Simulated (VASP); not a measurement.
# Re (P6_3/mmc) in VASP: notebook

Re is run at these levels: PBEsol; tasks: single point.

Everything below comes from runs of VASP 6.6.1. Logs are shortened: lines on timing, memory, paths and dates and some standing lists are left out, and cuts for length are marked.

## Step 1: The cell of the first run

The structure is hexagonal, space group P6_3/mmc (No. 194). Conventional cell: a = 2.750 Å, b = 2.750 Å, c = 4.443 Å, α = 90.00°, β = 90.00°, γ = 120.00°. Within 3.6 Å of Re (site symmetry -6m2) lie 12 Re at 2.73 to 2.75 Å.

## Step 2: Single point, PBEsol

INCAR reads:

```
SYSTEM = Re
ALGO = Normal
EDIFF = 1E-6
ENCUT = 520
GGA = PS
ISIF = 2
ISMEAR = 0
LASPH = .True.
LCHARG = .False.
LREAL = .False.
LWAVE = .False.
NBANDS = 14
NELM = 80
PREC = Accurate
SIGMA = 0.1
```

KPOINTS reads:

```
k-points
0
Gamma
  18 18 10
  0 0 0
```

POSCAR reads:

```
Re
1.0
    2.7502953083      0.0000000000      0.0000000000
   -1.3751476542      2.3818256048      0.0000000000
    0.0000000000      0.0000000000      4.4432902340
Re
2
Direct
    0.3333333333      0.6666666667      0.2500000000
    0.6666666667      0.3333333333      0.7500000000
```

Potentials or basis: VASP PAW PBE potentials, release 64 (Re).

The run is started by

```sh
$ cat potpaw_PBE.64/Re/POTCAR > POTCAR
$ mpirun -np 1 vasp_std > vasp.out
```

OUTCAR:

```text
SYSTEM = Re
   EDIFF = 1E-6
   ENCUT = 520
   GGA = PS
   ISIF = 2
   ISMEAR = 0
   LASPH = .True.
   LREAL = .False.
   NELM = 80
   PREC = Accurate

 ion  position               nearest neighbor table
   1  0.333  0.667  0.250-   2 2.73   2 2.73   2 2.73   2 2.73   2 2.73   2 2.73
   2  0.667  0.333  0.750-   1 2.73   1 2.73   1 2.73   1 2.73   1 2.73   1 2.73

  LATTYP: Found a hexagonal cell.
 ALAT       =     2.7502953083
 C/A-ratio  =     1.6155684157

  Lattice vectors:

 A1 = (   2.7502953083,   0.0000000000,   0.0000000000)
 A2 = (  -1.3751476542,   2.3818256048,   0.0000000000)
 A3 = (   0.0000000000,   0.0000000000,   4.4432902340)

Analysis of symmetry for initial positions (statically):
=====================================================================
 Subroutine PRICEL returns:
 Original cell was already a primitive cell.

 Routine SETGRP: Setting up the symmetry group for a
 hexagonal supercell.

 Subroutine GETGRP returns: Found 24 space group operations
 (whereof 12 operations were pure point group operations)
 out of a pool of 24 trial point group operations.

The static configuration has the point symmetry D_3d.
 The point group associated with its full space group is D_6h.

Analysis of symmetry for dynamics (positions and initial velocities):
=====================================================================
 Subroutine PRICEL returns:
 Original cell was already a primitive cell.

 Routine SETGRP: Setting up the symmetry group for a
 hexagonal supercell.

 Subroutine GETGRP returns: Found 24 space group operations
 (whereof 12 operations were pure point group operations)
 out of a pool of 24 trial point group operations.

The dynamic configuration has the point symmetry D_3d.
 The point group associated with its full space group is D_6h.

 Subroutine INISYM returns: Found 24 space group operations
 (whereof 12 operations are pure point group operations),
 and found     1 'primitive' translations

----------------------------------------------------------------------------------------

                                     Primitive cell

  volume of cell :      29.1068

  direct lattice vectors                    reciprocal lattice vectors
     2.750295308  0.000000000  0.000000000     0.363597319  0.209923010  0.000000000
    -1.375147654  2.381825605  0.000000000     0.000000000  0.419846020  0.000000000
     0.000000000  0.000000000  4.443290234     0.000000000  0.000000000  0.225058447

  length of vectors
     2.750295308  2.750295308  4.443290234     0.419846020  0.419846020  0.225058447

  position of ions in fractional coordinates (direct lattice)
     0.333333333  0.666666667  0.250000000
     0.666666667  0.333333333  0.750000000

  ion indices of the primitive-cell ions
   primitive index   ion index
                 1           1
                 2           2

----------------------------------------------------------------------------------------

 KPOINTS: k-points

Automatic generation of k-mesh.
 Grid dimensions read from file:
 generate k-points for:   18   18   10

 Generating k-lattice:

  Cartesian coordinates                     Fractional coordinates (reciprocal lattice)
     0.020199851  0.011662389  0.000000000     0.055555556  0.000000000  0.000000000
     0.000000000  0.023324779  0.000000000     0.000000000  0.055555556  0.000000000
     0.000000000  0.000000000  0.022505845     0.000000000  0.000000000  0.100000000

  Length of vectors
     0.023324779  0.023324779  0.022505845

  Shift w.r.t. Gamma in fractional coordinates (k-lattice)
     0.000000000  0.000000000  0.000000000

 Subroutine IBZKPT returns following result:
 ===========================================

 Found    222 irreducible k-points:

 Following reciprocal coordinates:
            Coordinates               Weight
  0.000000  0.000000  0.000000      1.000000
  0.055556  0.000000  0.000000      6.000000
  0.111111  0.000000  0.000000      6.000000
  0.166667  0.000000  0.000000      6.000000
  0.222222  0.000000  0.000000      6.000000
  0.277778  0.000000  0.000000      6.000000
[... 16 lines left out ...]
  0.333333  0.111111  0.000000     12.000000
  0.388889  0.111111  0.000000     12.000000
 [... further k-points ...]
   k-points           NKPTS =    222   k-points in BZ     NKDIM =    222   number of bands    NBANDS=     14
   number of dos      NEDOS =    301   number of ions     NIONS =      2
   total plane-waves  NPLWV =  14400
   dimension x,y,z NGX =    20 NGY =   20 NGZ =   36
   dimension x,y,z NGXF=    40 NGYF=   40 NGZF=   72
   ions per type =               2
   NGX,Y,Z   is equivalent  to a cutoff of  12.09, 12.09, 13.47 a.u.
   NGXF,Y,Z  is equivalent  to a cutoff of  24.18, 24.18, 26.94 a.u.
 SYSTEM =  Re
   PREC   = accura    normal or accurate (medium, high low for compatibility)
   ISTART =      0    job   : 0-new  1-cont  2-samecut
   ICHARG =      2    charge: 1-file 2-atom 10-const
   ISPIN  =      1    spin polarized calculation?
   LNONCOLLINEAR =      F non collinear calculations
   LSORBIT =      F    spin-orbit coupling
   LASPH  =      T    aspherical Exc in radial PAW
   ENCUT  =  520.0 eV  38.22 Ry    6.18 a.u.   5.11  5.11  8.26*2*pi/ulx,y,z
   NELM   =     80;   NELMIN=  2; NELMDL= -5     # of ELM steps
   EDIFF  = 0.1E-05   stopping-criterion for ELM
   LREAL  =      F    real-space projection
   EDIFFG = 0.1E-04   stopping-criterion for IOM
   NSW    =      0    number of steps for IOM
   IBRION =     -1    ionic relax: 0-MD 1-quasi-New 2-CG
   NFREE  =      0    steps in history (QN), initial steepest desc. (CG)
   ISIF   =      2    stress and relaxation
   ISYM   =      2    0-nonsym 1-usesym 2-fastsym
   POTIM  = 0.5000    time-step for ionic-motion
   TEBEG  =    0.0;   TEEND  =   0.0 temperature during run
   PSTRESS=    0.0 pullay stress
   NELECT =      14.0000    total number of electrons
   NUPDOWN=      -1.0000    fix difference up-down
   EMIN   =  10.00;   EMAX   =-10.00  energy-range for DOS
   EFERMI =   0.00;   METHOD = LEGACY
   ISMEAR =     0;   SIGMA  =   0.10  broadening in eV -4-tet -1-fermi 0-gaus
   EFERMI_NEDOS =   21; number of points for ismear=-14 and -15
   IALGO  =     38    algorithm
   IMIX   =      4    mixing-type and parameters
     AMIX     =   0.40;   BMIX     =  1.00
     AMIX_MAG =   1.60;   BMIX_MAG =  1.00
  volume/ion in A,a.u.               =      14.55        98.21
  Fermi-wavevector in a.u.,A,eV,Ry     =   1.282684  2.423920 22.385353  1.645277
  Thomas-Fermi vector in A             =   2.414981
   LORBIT       =      0    0 simple, 1 ext, 2 COOP (PROOUT), +10 PAW based schemes
   GGA     = PS    functional components
   LHFCALC =     F    Hartree Fock is set to
   AEXX    =    0.0000 exact exchange contribution
   IVDW    =     0    specifies the selected vdW correction
   LEPSILON=     F    determine dielectric tensor
   LRPA    =     F    only Hartree local field effects (RPA)
 non-spin polarized calculation
 Gauss-broadening in eV      SIGMA  =   0.10
  energy-cutoff  :      520.00
  volume of cell :       29.11
 maximum number of plane-waves:       798
   NGX = 11   NGY = 11   NGZ = 17

 number of electron      14.0000001 magnetization

 Free energy of the ion-electron system (eV)
  ---------------------------------------------------
  ext. energy  EPLUGINS =         0.00000000
  ---------------------------------------------------
  free energy    TOTEN  =       -26.74053361 eV

  energy without entropy =      -26.73240027  energy(sigma->0) =      -26.73646694

 E-fermi :   7.8364     XC(G=0): -13.8797

 val. band max:        7.8355626770   @ k =   0.3889   0.0000   0.5000
 cond. band min:       7.8425754876   @ k =   0.2778   0.0000   0.5000
 fundamental gap:      0.0070128106
 Fermi energy:         7.8363631030

 k-point     1 :       0.0000    0.0000    0.0000
  band No.  band energies     occupation
      1      -2.1205      2.00000
      2       1.1299      2.00000
      3       6.2358      2.00000
      4       6.2391      2.00000
      5       6.2391      2.00000
      6       7.0924      2.00000
      7       7.0924      2.00000
      8       8.0436      0.00339
      9       8.0436      0.00339
     10       8.4848      0.00000
     11      11.2742      0.00000
     12      11.2742      0.00000
     13      17.9928      0.00000
     14      22.0424      0.00000

 k-point     2 :       0.0556    0.0000    0.0000
  band No.  band energies     occupation
      1      -1.9918      2.00000
      2       1.2517      2.00000
      3       5.8653      2.00000
      4       6.3572      2.00000
      5       6.5659      2.00000
      6       6.9986      2.00000
      7       7.2042      2.00000
      8       7.7814      1.56320
      9       7.9419      0.13541
     10       8.1563      0.00001
     11      11.3439      0.00000
     12      11.8702      0.00000
     13      17.9892      0.00000
     14      22.3318      0.00000

 k-point     3 :       0.1111    0.0000    0.0000
  band No.  band energies     occupation
      1      -1.6167      2.00000
      2       1.5940      2.00000
      3       5.4309      2.00000
      4       6.6899      2.00000
      5       6.7076      2.00000
      6       6.8504      2.00000
      7       6.9817      2.00000
      8       7.5347      1.99998
      9       7.6753      1.97729
     10       7.9064      0.32202
     11      11.5177      0.00000
     12      13.0796      0.00000
     13      17.9469      0.00000
     14      23.1322      0.00000
[... 324 lines left out ...]
 k-point    23 :       0.3333    0.1111    0.0000
  band No.  band energies     occupation
      1       1.9893      2.00000
      2       2.4744      2.00000
      3       2.9054      2.00000
      4       5.1114      2.00000
      5       5.7541      2.00000
      6       6.6837      2.00000
      7       6.8716      2.00000
      8      10.1604      0.00000
      9      11.2307      0.00000
     10      11.9965      0.00000
     11      12.5813      0.00000
     12      17.5046      0.00000
     13      18.1404      0.00000
     14      20.2874      0.00000

 k-point    24 :       0.3889    0.1111    0.0000
  band No.  band energies     occupation
      1       2.1892      2.00000
      2       2.3185      2.00000
      3       2.6323      2.00000
      4       5.5413      2.00000
      5       5.7260      2.00000
      6       6.4519      2.00000
      7       7.2144      2.00000
      8      11.1120      0.00000
      9      11.7246      0.00000
     10      12.0166      0.00000
     11      13.5939      0.00000
     12      16.3884      0.00000
     13      18.1419      0.00000
     14      19.2014      0.00000

 [... further k-points ...]

------------------------ aborting loop because EDIFF is reached ----------------------------------------

  FORCE on cell =-STRESS in cart. coord.  units (eV):
  Direction    XX          YY          ZZ          XY          YZ          ZX
  --------------------------------------------------------------------------------------
  -------------------------------------------------------------------------------------
  Total        0.0115089      0.0115089     -0.0150534     -0.0000000      0.0000000      0.0000000
  in kB        0.6335063      0.6335063     -0.8286105     -0.0000000      0.0000000      0.0000000
  external PRESSURE =       0.1461340 kB  Pullay stress =       0.0000000 kB

 VOLUME and BASIS-vectors are now :
 -----------------------------------------------------------------------------
  energy-cutoff  :      520.00
  volume of cell :       29.11
      direct lattice vectors                 reciprocal lattice vectors
     2.750295308  0.000000000  0.000000000     0.363597319  0.209923010  0.000000000
    -1.375147654  2.381825605  0.000000000     0.000000000  0.419846020  0.000000000
     0.000000000  0.000000000  4.443290234     0.000000000  0.000000000  0.225058447

 POSITION                                       TOTAL-FORCE (eV/Angst)
 -----------------------------------------------------------------------------------
     -0.00000      1.58788      1.11082         0.000000      0.000000      0.000000
      1.37515      0.79394      3.33247        -0.000000      0.000000      0.000000
 -----------------------------------------------------------------------------------
    total drift:                               -0.000000      0.000000     -0.000000

  FREE ENERGIE OF THE ION-ELECTRON SYSTEM (eV)
  ---------------------------------------------------
  free  energy   TOTEN  =       -26.7405336122 eV

  energy  without entropy=      -26.7324002737  energy(sigma->0) =      -26.73646694
```

It took 97 s on 1 thread of Intel Xeon 8259CL, shared host; peak memory 0.2 GiB.

What came out:

```yaml
Free_energy: -26.7405 eV
Pressure: 0.0 GPa
Band_gap_on_the_k_mesh: zero (bands 7 and 8 overlap by 3.23 eV)
```

Stress tensor (GPa, compression positive):
```
 0.06  0.00  0.00
 0.00  0.06  0.00
 0.00  0.00 -0.08
```

Levels at points of the mesh, in eV from the Fermi level:
```csv
k point,band 3,band 4,band 5,band 6,band 7,band 8,band 9,band 10,band 11,band 12
"(0.00, 0.00, 0.00)",-1.60,-1.60,-1.60,-0.74,-0.74,0.21,0.21,0.65,3.44,3.44
"(0.50, 0.00, 0.00)",-5.32,-1.96,-1.73,-1.38,-0.60,4.06,4.47,4.61,6.19,7.19
"(0.00, 0.00, 0.50)",-2.41,-2.41,-1.73,-1.73,-1.73,-1.73,2.61,2.61,2.61,2.61
"(0.50, 0.00, 0.50)",-4.15,-4.15,0.41,0.41,0.96,0.96,4.38,4.38,4.88,4.88
```

Caveat: the PAW data sets were made with another functional, which shifts forces and pressure a little; spin-orbit coupling is left out, which moves the levels of the heavy elements.

## Step 3: Single point, PBEsol

INCAR reads:

```
SYSTEM = Re
ALGO = Normal
EDIFF = 1E-6
ENCUT = 520
GGA = PS
ISIF = 2
ISMEAR = 0
LASPH = .True.
LCHARG = .True.
LELF = .True.
LREAL = .False.
LVHAR = .True.
LWAVE = .False.
NBANDS = 14
NELM = 100
PREC = Accurate
SIGMA = 0.1
```

KPOINTS reads:

```
k-points
0
Gamma
  15 15 8
  0 0 0
```

POSCAR reads:

```
Re
1.0
    2.7502953086      0.0000000000      0.0000000000
   -1.3751476543      2.3818256051      0.0000000000
    0.0000000000      0.0000000000      4.4432902328
Re
2
Direct
    0.3333333333      0.6666666667      0.2500000000
    0.6666666667      0.3333333333      0.7500000000
```

Potentials or basis: VASP PAW PBE potentials, release 64 (Re).

The run is started by

```sh
$ cat potpaw_PBE.64/Re/POTCAR > POTCAR
$ mpirun -np 1 vasp_std > vasp.out
```

Run time: 36 s. Hardware: 1 thread of AMD EPYC 7R13 (Zen 3), shared host; peak memory 0.14 GiB.

It converged, with:

```
Free energy            : -26.7431 eV
Pressure               : 0.1 GPa
Band gap on the k mesh : zero (bands 7 and 8 overlap by 3.29 eV)
```

Stress tensor (GPa, compression positive):
```
-0.24  0.00  0.00
 0.00 -0.24  0.00
 0.00  0.00  0.69
```

Levels at points of the mesh, in eV from the Fermi level:
```
           k point  band 5  band 6  band 7  band 8  band 9  band 10
(0.00, 0.00, 0.00)   -1.59   -0.73   -0.73    0.22    0.22     0.66
(0.00, 0.00, 0.50)   -1.72   -1.72   -1.72   -1.72    2.62     2.62
```

Caveat: the PAW data sets were made with another functional, which shifts forces and pressure a little; spin-orbit coupling is left out, which moves the levels of the heavy elements.
